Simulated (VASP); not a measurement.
BiN:

```
Bi N
1.0
     4.18124    0.00000    0.00000
     0.00000    4.18124    0.00000
     0.00000    0.00000    5.26871
Bi N
2 2
Direct
  0.50000 0.00000 0.23680
  0.00000 0.50000 0.76320
  0.00000 0.00000 0.00000
  0.50000 0.50000 0.00000
```

* Program: VASP 6.6.1
* Task: relaxation of cell and atoms
* Functional: PBEsol
* Potentials or basis: VASP PAW PBE potentials, release 64 (Bi_d, N)
* Cutoff: 600 eV
* k mesh: 8 × 8 × 6
* Occupations: gaussian, width 0.05 eV
* Spin: no spin polarisation

At the start: pressure -12.2 GPa; volume 23.03 Å³/atom.

Problem. Where does the relaxation end?

Solution. Over 16 steps the energy falls by 194.4 meV/atom and the volume is 19.48 Å³/atom (-15.4 %); space group P4/nmm (No. 129, to 0.05 Å).

Step by step:
```tsv
step	energy change (eV)	largest force (eV/Å)	pressure (GPa)	volume (Å³)
1	0.0000	2.5594	-12.21	92.11
2	-0.1780	2.8701	18.97	70.65
3	-0.7652	0.2503	-0.23	79.44
4	-0.7659	0.1690	0.22	79.15
5	-0.7657	0.0998	0.62	78.91
6	-0.7733	0.0493	0.32	79.21
7	-0.7740	0.1105	0.21	79.35
8	-0.7743	0.0258	-0.49	79.65
9	-0.7746	0.0334	-0.24	79.52
10	-0.7752	0.0164	-0.27	79.31
11	-0.7764	0.0313	-0.13	78.69
12	-0.7759	0.1256	0.07	77.44
13	-0.7767	0.0591	-0.08	78.27
14	-0.7773	0.0015	0.15	77.96
15	-0.7773	0.0236	0.21	77.85
16	-0.7776	0.0029	-0.06	77.93
```

Final structure:
```
CELL_PARAMETERS angstrom
4.01355 0.00000 0.00000
0.00000 4.01355 0.00000
0.00000 0.00000 4.83751
ATOMIC_POSITIONS crystal
Bi 0.50000 0.00000 0.22681
Bi 0.00000 0.50000 0.77319
N 0.00000 0.00000 0.00000
N 0.50000 0.50000 0.00000
```

Caveat: the volume moved by over 15 % at a fixed basis, so the end points are rough; the PAW data sets were made with another functional, which shifts forces and pressure a little.
